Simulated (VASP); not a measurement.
# H2C7 in VASP: further runs, part 2 of 2

VASP 6.6.1. Earlier steps stand in the parts before.

**4. Single point, LDA**

INCAR

```
SYSTEM = H2C7
PREC = Accurate
ENCUT = 520
EDIFF = 1E-7
ISMEAR = 0
SIGMA = 0.05
LREAL = Auto
LASPH = .TRUE.
NELM = 60
ALGO = Normal
ISIF = 2
LWAVE = .FALSE.
LCHARG = .FALSE.
LDIPOL = .TRUE.
IDIPOL = 3
DIPOL = 0.5 0.5 0.345
NBANDS = 84
```

KPOINTS

```
regular mesh
0
G
  5 5 1
  0 0 0
```

POSCAR

```
H2C7
1.0
    4.9946309939      0.0000000000      0.0000000000
    0.0000000000      4.9946309939      0.0000000000
    0.0000000000      0.0000000000     18.8000119722
C H
28 8
Direct
    0.5000000000      0.5000000000      0.2474682362
    0.5000000000      0.0000000000      0.2474682362
    0.0000000000      0.5000000000      0.2474682362
    0.0000000000      0.0000000000      0.2474682362
    0.7500000000      0.5000000000      0.2944328000
    0.7500000000      0.0000000000      0.2944328000
    0.2500000000      0.5000000000      0.2944328000
    0.2500000000      0.0000000000      0.2944328000
    0.7500000000      0.7500000000      0.3413973638
    0.7500000000      0.2500000000      0.3413973638
    0.2500000000      0.7500000000      0.3413973638
    0.2500000000      0.2500000000      0.3413973638
   -0.0029265368      0.7500000000      0.3899312342
   -0.0029368854      0.2500000000      0.3899363850
    0.5014282916      0.7500000000      0.3820437845
    0.5014126320      0.2500000000      0.3820538056
   -0.0045863476     -0.0000048498      0.4380976834
   -0.0045863476      0.5000048498      0.4380976834
    0.5042590259     -0.0000363245      0.4241218754
    0.5042590259      0.5000363245      0.4241218754
    0.2616067316     -0.0000067682      0.4764707779
    0.2616067316      0.5000067682      0.4764707779
    0.7295330070     -0.0000267715      0.4804214176
    0.7295330070      0.5000267715      0.4804214176
    0.3628971820      0.2500000000      0.5051379232
    0.3629822191      0.7500000000      0.5051379232
    0.6333136274      0.2500000000      0.5158934623
    0.6333876281      0.7500000000      0.5159721921
    0.5000000000      0.6422371450      0.2068557463
    0.5000000000      0.3577628550      0.2068557463
    0.5000000000      0.1422371450      0.2068557463
    0.5000000000     -0.1422371450      0.2068557463
    0.0000000000      0.3578221913      0.2067996000
    0.0000000000      0.6421778087      0.2067996000
    0.0000000000     -0.1421778087      0.2067996000
    0.0000000000      0.1421778087      0.2067996000
```

Potentials or basis: VASP PAW LDA potentials, release 64 (C, H).

Command:

```
> cat potpaw_LDA.64/C/POTCAR potpaw_LDA.64/H/POTCAR > POTCAR
> mpirun -np 1 vasp_std > vasp.out
```

OUTCAR:

```text
SYSTEM = H2C7
   PREC = Accurate
   ENCUT = 520
   EDIFF = 1E-7
   ISMEAR = 0
   LREAL = Auto
   LASPH = .TRUE.
   NELM = 60
   ISIF = 2

 ion  position               nearest neighbor table
   1  0.500  0.500  0.247-  29 1.04  30 1.04   5 1.53   7 1.53
   2  0.500  0.000  0.247-  31 1.04  32 1.04   6 1.53   8 1.53
   3  0.000  0.500  0.247-  33 1.04  34 1.04   5 1.53   7 1.53
   4  0.000  0.000  0.247-  35 1.04  36 1.04   6 1.53   8 1.53
   5  0.750  0.500  0.294-   9 1.53  10 1.53   1 1.53   3 1.53
   6  0.750  0.000  0.294-   9 1.53  10 1.53   2 1.53   4 1.53
[... 16 lines left out ...]
  23  0.730  1.000  0.480-  27 1.50  28 1.50  19 1.54  17 1.55
  24  0.730  0.500  0.480-  27 1.50  28 1.50  20 1.54  18 1.55
  25  0.363  0.250  0.505-  27 1.37  22 1.45  21 1.45
  26  0.363  0.750  0.505-  28 1.37  22 1.45  21 1.45
  27  0.633  0.250  0.516-  25 1.37  24 1.50  23 1.50
  28  0.633  0.750  0.516-  26 1.37  24 1.50  23 1.50
  29  0.500  0.642  0.207-   1 1.04
  30  0.500  0.358  0.207-   1 1.04
  31  0.500  0.142  0.207-   2 1.04
  32  0.500  0.858  0.207-   2 1.04
  33  0.000  0.358  0.207-   3 1.04
  34  0.000  0.642  0.207-   3 1.04
  35  0.000  0.858  0.207-   4 1.04
  36  0.000  0.142  0.207-   4 1.04

  LATTYP: Found a simple tetragonal cell.
 ALAT       =     4.9946309939
 C/A-ratio  =     3.7640442297

  Lattice vectors:

 A1 = (   4.9946309939,   0.0000000000,   0.0000000000)
 A2 = (   0.0000000000,   4.9946309939,   0.0000000000)
 A3 = (   0.0000000000,   0.0000000000,  18.8000119722)

Analysis of symmetry for initial positions (statically):
=====================================================================
 Subroutine PRICEL returns:
 Original cell was already a primitive cell.

 Routine SETGRP: Setting up the symmetry group for a
 simple tetragonal supercell.

 Subroutine GETGRP returns: Found  2 space group operations
 (whereof  1 operations were pure point group operations)
[... 199 lines left out ...]
   LEPSILON=     F    determine dielectric tensor
   LRPA    =     F    only Hartree local field effects (RPA)
 non-spin polarized calculation
 Gauss-broadening in eV      SIGMA  =   0.05
  energy-cutoff  :      520.00
  volume of cell :      468.99
 maximum number of plane-waves:     12689
 NGX is ok and might be reduce to    40
   NGX = 19   NGY = 19   NGZ = 69

 dipolmoment           0.000000      0.000000     -0.000228 electrons x Angstroem

 number of electron     120.0000009 magnetization

 dipolmoment           0.000000      0.000000      0.537684 electrons x Angstroem

 Free energy of the ion-electron system (eV)
  ---------------------------------------------------
  ext. energy  EPLUGINS =         0.00000000
  ---------------------------------------------------
  free energy    TOTEN  =      -294.50971018 eV

  energy without entropy =     -294.50971018  energy(sigma->0) =     -294.50971018

 E-fermi :   1.5393     XC(G=0):  -5.8220

 val. band max:        1.2950382577   @ k =   0.0000   0.2000   0.0000
 cond. band min:       2.4461263315   @ k =   0.0000   0.0000   0.0000
 fundamental gap:      1.1510880739
 Fermi energy:         1.5392883020

 k-point     1 :       0.0000    0.0000    0.0000
  band No.  band energies     occupation
      1     -21.0295      2.00000
      2     -19.2199      2.00000
      3     -16.7920      2.00000
      4     -16.5345      2.00000
      5     -16.5015      2.00000
      6     -16.1663      2.00000
[... 664 lines left out ...]
     71       6.8660      0.00000
     72       6.9140      0.00000
 [bands above 72 left out]

------------------------ aborting loop because EDIFF is reached ----------------------------------------

 vacuum level on the upper side and lower side of the slab       (xc-potential included)         1.753        -2.027

  FORCE on cell =-STRESS in cart. coord.  units (eV):
  Direction    XX          YY          ZZ          XY          YZ          ZX
  --------------------------------------------------------------------------------------
  -------------------------------------------------------------------------------------
  Total        1.1632368     78.9358519     20.7431793      0.0000000      0.0000000      0.0337342
  in kB        3.9738712    269.6621180     70.8632330      0.0000000      0.0000000      0.1152433
  external PRESSURE =     114.8330741 kB  Pullay stress =       0.0000000 kB

 VOLUME and BASIS-vectors are now :
 -----------------------------------------------------------------------------
  energy-cutoff  :      520.00
  volume of cell :      468.99
      direct lattice vectors                 reciprocal lattice vectors
     4.994630994  0.000000000  0.000000000     0.200214991  0.000000000  0.000000000
     0.000000000  4.994630994  0.000000000     0.000000000  0.200214991  0.000000000
     0.000000000  0.000000000 18.800011972     0.000000000  0.000000000  0.053191455

 POSITION                                       TOTAL-FORCE (eV/Angst)
 -----------------------------------------------------------------------------------
      2.49732      2.49732      4.65241         0.016630     -0.000042      1.988744
      2.49732      0.00000      4.65241         0.016630      0.000042      1.988744
      0.00000      2.49732      4.65241        -0.015227     -0.000092      1.800133
      0.00000      0.00000      4.65241        -0.015227      0.000092      1.800133
      3.74597      2.49732      5.53534         0.745170     -0.000159     -2.251642
      3.74597      0.00000      5.53534         0.745170      0.000159     -2.251642
[... 28 lines left out ...]
      0.00000      4.28451      3.88783         0.003480     -0.035194     -0.040737
      0.00000      0.71013      3.88783         0.003501      0.035178     -0.040744
 -----------------------------------------------------------------------------------
    total drift:                               -0.010454      0.000000     -0.002145

  FREE ENERGIE OF THE ION-ELECTRON SYSTEM (eV)
  ---------------------------------------------------
  free  energy   TOTEN  =      -294.5097101837 eV

  energy  without entropy=     -294.5097101837  energy(sigma->0) =     -294.50971018

 vacuum level on the upper side and lower side of the slab         6.897         3.009
```

stdout:

```text
POSCAR found type information on POSCAR C H
 POSCAR found :  2 types and      36 ions
 scaLAPACK will be used
 LDA part: xc-table for (Slater(with rela. corr.)+CA(PZ))
 , standard interpolation
 POSCAR, INCAR and KPOINTS ok, starting setup
 FFT: planning ... GRIDC
 FFT: planning ... GRID_SOFT
 FFT: planning ... GRID
 WAVECAR not read
 entering main loop
```

Wall time 28 min (1 thread of Intel Xeon 8259CL, shared host); peak memory 0.51 GiB.

What came out:

```
Free energy            : -294.5097 eV
Largest force          : 4.126 eV/Å
Band gap on the k mesh : 1.15 eV
```

Forces in eV/Å, atoms in the order of the input:
```
C    0.017  0.000  1.989
C    0.017  0.000  1.989
C   -0.015  0.000  1.800
C   -0.015  0.000  1.800
C    0.745  0.000 -2.252
C    0.745  0.000 -2.252
C   -0.739  0.000 -2.128
C   -0.739  0.000 -2.128
C    1.106  0.000 -2.003
C    1.102  0.000 -1.998
C   -1.115  0.000 -1.502
C   -1.115  0.000 -1.498
C    0.002  0.000 -0.001
C    0.003  0.000 -0.004
C    0.002  0.000  0.004
C    0.005  0.000  0.000
C   -0.011 -0.002  0.017
C   -0.011  0.002  0.017
C    0.002  0.005 -0.011
C    0.002 -0.005 -0.011
C   -0.043 -0.002  0.020
C   -0.043  0.002  0.020
C    0.058  0.001  0.013
C    0.058 -0.001  0.013
C   -0.042  0.000  4.123
C   -0.051  0.000  4.126
C    0.041  0.000  0.089
C    0.035  0.000  0.066
H   -0.003  0.030 -0.033
H   -0.003 -0.030 -0.033
H   -0.003  0.030 -0.033
H   -0.003 -0.030 -0.033
H    0.004 -0.035 -0.041
H    0.003  0.035 -0.041
H    0.003 -0.035 -0.041
H    0.004  0.035 -0.041
```

Levels at points of the mesh, in eV from the valence-band top:
```
           k point  band 57  band 58  band 59  band 60  band 61  band 62  band 63  band 64
(0.00, 0.00, 0.00)    -1.94    -0.52    -0.17    -0.07     1.15     1.31     2.56     2.97
```

**5. The runs side by side**

| cell | gap on the mesh (eV) | largest force (eV/Å) |
| --- | --- | --- |
| as given, atomic positions A | 1.12 | 2.00 |
| as given, atomic positions B | 1.13 | 2.33 |
| as given, atomic positions C | 1.15 | 4.13 |

Alike in all rows: task single point; level LDA; potentials or basis VASP PAW LDA potentials, release 64 (C, H); no spin polarisation; k mesh 5 × 5 × 1; cutoff (eV) 520; smearing gaussian 0.05 eV.

Total energies depend on the potentials used, so only differences within one code and one set of settings carry meaning.
